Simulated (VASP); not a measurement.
# Fe2O3 (R-3c) in VASP: single point with PBEsol

Aim: the single point of Fe2O3 with PBEsol.

Everything below comes from runs of VASP 6.6.1. Logs are shortened: lines on timing, memory, paths and dates and some standing lists are left out, and cuts for length are marked.

**1. The cell of the first run**

Symmetry: R-3c, No. 167, trigonal system. The conventional cell has a = 4.698 Å, b = 4.698 Å, c = 13.188 Å, α = 90.00°, β = 90.00°, γ = 120.00°. Within 2.5 Å of Fe (site symmetry 3) lie 6 O at 1.87 to 1.94 Å. O (site symmetry 2) has 4 Fe at 1.87 to 1.94 Å within 2.5 Å.

**2. Single point, PBEsol, collinear spin, ferromagnetic start**

File INCAR:

```
SYSTEM = Fe2O3
PREC     = Accurate       ! precision mode
ENCUT    = 520            ! plane-wave cutoff, eV
EDIFF    = 1E-6           ! SCF threshold, eV
ISMEAR   = 0              ! smearing method
SIGMA    = 0.1            ! smearing width, eV
LREAL    = .FALSE.        ! projectors in reciprocal space
LASPH    = .TRUE.         ! aspherical terms in the spheres
NELM     = 150            ! most SCF steps
ALGO     = Normal         ! electronic algorithm
ISIF     = 2              ! what is computed and relaxed
LWAVE    = .FALSE.        ! write WAVECAR
LCHARG   = .FALSE.        ! write CHGCAR
ISPIN    = 2              ! spin polarisation
MAGMOM   = 3.15 3.15 3.15 3.15 0.17 0.17 0.17 0.17 0.17 0.17 ! initial moments
LORBIT   = 11             ! projections on sites
LMAXMIX  = 4              ! l up to which the mixer works
GGA      = PS             ! functional
NBANDS   = 49             ! bands
```

File KPOINTS:

```
regular mesh
0
G
  6 6 6
  0 0 0
```

File POSCAR:

```
Fe2O3
1.0
    2.3489169081      1.3561478092      4.3959344767
   -2.3489169081      1.3561478092      4.3959344767
    0.0000000000     -2.7122956184      4.3959344767
Fe O
4 6
Direct
    0.3453680876      0.3453680876      0.3453680876
    0.1546319124      0.1546319124      0.1546319124
    0.6546319124      0.6546319124      0.6546319124
    0.8453680876      0.8453680876      0.8453680876
    0.5639625617      0.9360374383      0.2500000000
    0.2500000000      0.5639625617      0.9360374383
    0.9360374383      0.2500000000      0.5639625617
    0.4360374383      0.0639625617      0.7500000000
    0.7500000000      0.4360374383      0.0639625617
    0.0639625617      0.7500000000      0.4360374383
```

Potentials or basis: VASP PAW PBE potentials, release 64 (Fe, O).

Command:

```console
$ cat potpaw_PBE.64/Fe/POTCAR potpaw_PBE.64/O/POTCAR > POTCAR
$ mpirun -np 1 vasp_std > vasp.out
```

OUTCAR:

```text
SYSTEM = Fe2O3
   PREC = Accurate
   ENCUT = 520
   EDIFF = 1E-6
   ISMEAR = 0
   LREAL = .FALSE.
   LASPH = .TRUE.
   NELM = 150
   ISIF = 2
   ISPIN = 2
   LORBIT = 11
   GGA = PS

 ion  position               nearest neighbor table
   1  0.345  0.345  0.345-  10 1.87   8 1.87   9 1.87   5 1.94   7 1.94   6 1.94   2 2.52   3 2.73
                             3 2.73   3 2.73
   2  0.155  0.155  0.155-   9 1.87   8 1.87  10 1.87   5 1.94   7 1.94   6 1.94   1 2.52   4 2.73
                             4 2.73   4 2.73
   3  0.655  0.655  0.655-   7 1.87   5 1.87   6 1.87   8 1.94   9 1.94  10 1.94   4 2.52   1 2.73
                             1 2.73   1 2.73
   4  0.845  0.845  0.845-   6 1.87   5 1.87   7 1.87   8 1.94   9 1.94  10 1.94   3 2.52   2 2.73
                             2 2.73   2 2.73
   5  0.564  0.936  0.250-   3 1.87   4 1.87   1 1.94   2 1.94
   6  0.250  0.564  0.936-   4 1.87   3 1.87   1 1.94   2 1.94
   7  0.936  0.250  0.564-   3 1.87   4 1.87   1 1.94   2 1.94
   8  0.436  0.064  0.750-   1 1.87   2 1.87   3 1.94   4 1.94
   9  0.750  0.436  0.064-   2 1.87   1 1.87   3 1.94   4 1.94
  10  0.064  0.750  0.436-   1 1.87   2 1.87   3 1.94   4 1.94

  LATTYP: Found a trigonal (rhomboedric) cell.
 ALAT       =     5.1653448525
 COS(alpha) =     0.5864132082

  Lattice vectors:

 A1 = (   2.3489169081,   1.3561478092,   4.3959344767)
 A2 = (  -2.3489169081,   1.3561478092,   4.3959344767)
 A3 = (   0.0000000000,  -2.7122956184,   4.3959344767)

Analysis of symmetry for initial positions (statically):
=====================================================================
 Subroutine PRICEL returns:
 Original cell was already a primitive cell.

 Routine SETGRP: Setting up the symmetry group for a
 trigonal (rhombohedral) supercell.

 Subroutine GETGRP returns: Found 12 space group operations
 (whereof  6 operations were pure point group operations)
 out of a pool of 12 trial point group operations.

The static configuration has the point symmetry S_6 .
 The point group associated with its full space group is D_3d.

Analysis of symmetry for dynamics (positions and initial velocities):
=====================================================================
 Subroutine PRICEL returns:
 Original cell was already a primitive cell.

 Routine SETGRP: Setting up the symmetry group for a
 trigonal (rhombohedral) supercell.

 Subroutine GETGRP returns: Found 12 space group operations
 (whereof  6 operations were pure point group operations)
 out of a pool of 12 trial point group operations.

The dynamic configuration has the point symmetry S_6 .
 The point group associated with its full space group is D_3d.

Analysis of structural, dynamic, and magnetic symmetry:
=====================================================================
 Subroutine PRICEL returns:
 Original cell was already a primitive cell.

 Routine SETGRP: Setting up the symmetry group for a
 trigonal (rhombohedral) supercell.

 Subroutine GETGRP returns: Found 12 space group operations
 (whereof  6 operations were pure point group operations)
 out of a pool of 12 trial point group operations.

The overall configuration has the point symmetry S_6 .
 The point group associated with its full space group is D_3d.

 Subroutine INISYM returns: Found 12 space group operations
 (whereof  6 operations are pure point group operations),
 and found     1 'primitive' translations

----------------------------------------------------------------------------------------

                                     Primitive cell

  volume of cell :      84.0189

  direct lattice vectors                    reciprocal lattice vectors
     2.348916908  1.356147809  4.395934477     0.212864064  0.122897125  0.075827639
    -2.348916908  1.356147809  4.395934477    -0.212864064  0.122897125  0.075827639
     0.000000000 -2.712295618  4.395934477     0.000000000 -0.245794250  0.075827639

  length of vectors
     5.165344852  5.165344852  5.165344852     0.257224890  0.257224890  0.257224890

  position of ions in fractional coordinates (direct lattice)
     0.345368088  0.345368088  0.345368088
     0.154631912  0.154631912  0.154631912
     0.654631912  0.654631912  0.654631912
     0.845368088  0.845368088  0.845368088
     0.563962562  0.936037438  0.250000000
     0.250000000  0.563962562  0.936037438
     0.936037438  0.250000000  0.563962562
     0.436037438  0.063962562  0.750000000
     0.750000000  0.436037438  0.063962562
     0.063962562  0.750000000  0.436037438

[... 84 lines left out ...]
   EDIFF  = 0.1E-05   stopping-criterion for ELM
   LREAL  =      F    real-space projection
   EDIFFG = 0.1E-04   stopping-criterion for IOM
   NSW    =      0    number of steps for IOM
   IBRION =     -1    ionic relax: 0-MD 1-quasi-New 2-CG
   NFREE  =      0    steps in history (QN), initial steepest desc. (CG)
   ISIF   =      2    stress and relaxation
   ISYM   =      2    0-nonsym 1-usesym 2-fastsym
   POTIM  = 0.5000    time-step for ionic-motion
   TEBEG  =    0.0;   TEEND  =   0.0 temperature during run
   PSTRESS=    0.0 pullay stress
   NELECT =      68.0000    total number of electrons
   NUPDOWN=      -1.0000    fix difference up-down
   EMIN   =  10.00;   EMAX   =-10.00  energy-range for DOS
   EFERMI =   0.00;   METHOD = LEGACY
   ISMEAR =     0;   SIGMA  =   0.10  broadening in eV -4-tet -1-fermi 0-gaus
   EFERMI_NEDOS =   21; number of points for ismear=-14 and -15
   IALGO  =     38    algorithm
   IMIX   =      4    mixing-type and parameters
     AMIX     =   0.40;   BMIX     =  1.00
     AMIX_MAG =   1.60;   BMIX_MAG =  1.00
  volume/ion in A,a.u.               =       8.40        56.70
  Fermi-wavevector in a.u.,A,eV,Ry     =   1.525640  2.883042 31.668616  2.327578
  Thomas-Fermi vector in A             =   2.633783
   LORBIT       =     11    0 simple, 1 ext, 2 COOP (PROOUT), +10 PAW based schemes
   GGA     = PS    functional components
   LHFCALC =     F    Hartree Fock is set to
   AEXX    =    0.0000 exact exchange contribution
   IVDW    =     0    specifies the selected vdW correction
   LEPSILON=     F    determine dielectric tensor
   LRPA    =     F    only Hartree local field effects (RPA)
 spin polarized calculation
 Gauss-broadening in eV      SIGMA  =   0.10
  energy-cutoff  :      520.00
  volume of cell :       84.02
 maximum number of plane-waves:      2296
 NGX is ok and might be reduce to    40
   NGX = 19   NGY = 19   NGZ = 19

 number of electron      67.9999999 magnetization      10.4571146

 number of electron      68.0000004 magnetization       4.0008341

 Free energy of the ion-electron system (eV)
  ---------------------------------------------------
  ext. energy  EPLUGINS =         0.00000000
  ---------------------------------------------------
  free energy    TOTEN  =       -79.73380219 eV

  energy without entropy =      -79.68695922  energy(sigma->0) =      -79.71038070

 E-fermi :   5.9948     XC(G=0): -12.9522

 val. band max:        5.9858409662   @ k =  -0.3333   0.5000   0.1667
 cond. band min:       5.9959258502   @ k =   0.5000   0.5000   0.1667
 fundamental gap:      0.0100848840
 Fermi energy:         5.9948225281

 spin component 1

 k-point     1 :       0.0000    0.0000    0.0000
  band No.  band energies     occupation
      1     -15.5412      1.00000
      2     -13.4859      1.00000
      3     -13.4594      1.00000
      4     -13.4594      1.00000
      5     -13.2670      1.00000
      6     -13.2670      1.00000
[... 1165 lines left out ...]
     45      15.3929      0.00000
     46      15.7139      0.00000

 [... further k-points ...]

 spin component 2

 k-point     1 :       0.0000    0.0000    0.0000
  band No.  band energies     occupation
      1     -15.4658      1.00000
      2     -13.4138      1.00000
      3     -13.3813      1.00000
      4     -13.3813      1.00000
      5     -13.1923      1.00000
      6     -13.1923      1.00000
[... 1165 lines left out ...]
     45      15.5066      0.00000
     46      15.8266      0.00000

 [... further k-points ...]

 [bands above 46 left out]

------------------------ aborting loop because EDIFF is reached ----------------------------------------

  FORCE on cell =-STRESS in cart. coord.  units (eV):
  Direction    XX          YY          ZZ          XY          YZ          ZX
  --------------------------------------------------------------------------------------
  -------------------------------------------------------------------------------------
  Total        1.1400679      1.1400679      1.1044398      0.0000000     -0.0000000     -0.0000000
  in kB       21.7402317     21.7402317     21.0608296      0.0000000     -0.0000000     -0.0000000
  external PRESSURE =      21.5137643 kB  Pullay stress =       0.0000000 kB

 VOLUME and BASIS-vectors are now :
 -----------------------------------------------------------------------------
  energy-cutoff  :      520.00
  volume of cell :       84.02
      direct lattice vectors                 reciprocal lattice vectors
     2.348916908  1.356147809  4.395934477     0.212864064  0.122897125  0.075827639
    -2.348916908  1.356147809  4.395934477    -0.212864064  0.122897125  0.075827639
     0.000000000 -2.712295618  4.395934477     0.000000000 -0.245794250  0.075827639

 POSITION                                       TOTAL-FORCE (eV/Angst)
 -----------------------------------------------------------------------------------
      0.00000      0.00000      4.55465         0.000000      0.000000      0.041625
      0.00000      0.00000      2.03926         0.000000      0.000000     -0.041625
      0.00000      0.00000      8.63316         0.000000      0.000000     -0.041625
      0.00000      0.00000     11.14855         0.000000      0.000000      0.041625
     -0.87397      1.35615      7.69289         0.026654      0.000000     -0.000000
     -0.73747     -1.43496      7.69289        -0.013327      0.023083     -0.000000
      1.61144      0.07881      7.69289        -0.013327     -0.023083     -0.000000
      0.87397     -1.35615      5.49492        -0.026654      0.000000     -0.000000
      0.73747      1.43496      5.49492         0.013327     -0.023083     -0.000000
     -1.61144     -0.07881      5.49492         0.013327      0.023083     -0.000000
 -----------------------------------------------------------------------------------
    total drift:                                0.000000     -0.000000      0.000000

  FREE ENERGIE OF THE ION-ELECTRON SYSTEM (eV)
  ---------------------------------------------------
  free  energy   TOTEN  =       -79.7338021879 eV

  energy  without entropy=      -79.6869592192  energy(sigma->0) =      -79.71038070

 total charge

# of ion       s       p       d       tot
------------------------------------------
    1        0.437   0.715   6.375   7.527
    2        0.437   0.715   6.375   7.527
    3        0.437   0.715   6.375   7.527
    4        0.437   0.715   6.375   7.527
    5        1.557   3.454   0.000   5.010
    6        1.557   3.454   0.000   5.010
    7        1.557   3.454   0.000   5.010
    8        1.557   3.454   0.000   5.010
    9        1.557   3.454   0.000   5.010
   10        1.557   3.454   0.000   5.010
--------------------------------------------------
tot         11.086  23.583  25.501  60.170

 magnetization (x)

# of ion       s       p       d       tot
------------------------------------------
    1        0.006   0.010   0.921   0.937
    2        0.006   0.010   0.921   0.937
    3        0.006   0.010   0.921   0.937
    4        0.006   0.010   0.921   0.937
    5        0.000   0.031   0.000   0.031
    6        0.000   0.031   0.000   0.031
    7        0.000   0.031   0.000   0.031
    8        0.000   0.031   0.000   0.031
    9        0.000   0.031   0.000   0.031
   10        0.000   0.031   0.000   0.031
--------------------------------------------------
tot          0.027   0.226   3.683   3.936
```

It took 6 min on 1 thread of Intel Xeon 6975P-C, shared host; peak memory 0.4 GiB.

What came out:

```
Free energy                                           : -79.7338 eV
Pressure                                              : 2.2 GPa
Largest force                                         : 0.042 eV/Å
Band gap on the k mesh                                : zero (filled and empty bands overlap)
Net moment                                            : 4.00 μB per cell
Site moments                                          : Fe +0.94; O +0.03 μB
Valence electrons inside the program's atomic spheres : Fe 7.53; O 5.01
```

Forces in eV/Å, atoms in the order of the input:
```
Fe   0.000  0.000  0.042
Fe   0.000  0.000 -0.042
Fe   0.000  0.000 -0.042
Fe   0.000  0.000  0.042
O    0.027  0.000  0.000
O   -0.013  0.023  0.000
O   -0.013 -0.023  0.000
O   -0.027  0.000  0.000
O    0.013 -0.023  0.000
O    0.013  0.023  0.000
```

Caveat: the PAW data sets were made with another functional, which shifts forces and pressure a little; semilocal functionals often make such compounds metallic where correlation or magnetic order opens a gap, which also shifts bond lengths; only a ferromagnetic start was run, and an antiferromagnetic order may lie lower in energy.
